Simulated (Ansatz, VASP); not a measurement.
# One calculation of Te2Mo, two programs

```
Te Mo
1.0
     6.27836    0.00000    0.00754
     0.00000    3.34895    0.00000
    -0.04175    0.00000   36.14857
Te Mo
4 2
Cartesian
  0.4668 2.5117 16.0302
  5.7698 0.8372 20.1259
  3.5439 0.8372 16.6037
  2.6927 2.5117 19.5524
  5.1116 2.5117 18.1644
  1.1250 0.8372 17.9917
```

Alike in both runs: functional LDA; k mesh 6 × 10 × 1; occupations gaussian, width 0.1 eV; no spin polarisation.

Ansatz relaxed the structure, and its values are those at the end. VASP's run is a single point on that final structure, the one shown.

```csv
,VASP,Ansatz
version,VASP 6.6.1,Ansatz 0.2.0
potentials or method,"VASP PAW LDA potentials, release 64 (Te, Mo_sv), cutoff 520 eV","scalar-relativistic, plane waves, PAW"
valence electrons in the cell,52,92
```

|  | VASP | Ansatz | Ansatz less VASP |
| --- | --- | --- | --- |
| gap on the k mesh at the Fermi level (eV) | none | none | - |
| rms of the force components (eV/Å) | 0.024 | 0.005 | -0.0193 |

LDA's correlation is that of Perdew and Zunger in VASP and of Perdew and Wang (1992) in Ansatz. A gap of «none» marks a metal or a gap that the smearing closes. VASP's potentials hold 52 valence electrons a cell and Ansatz's 92, so a difference there can come from the potentials and not from the codes.

Neither program's run includes spin-orbit coupling.
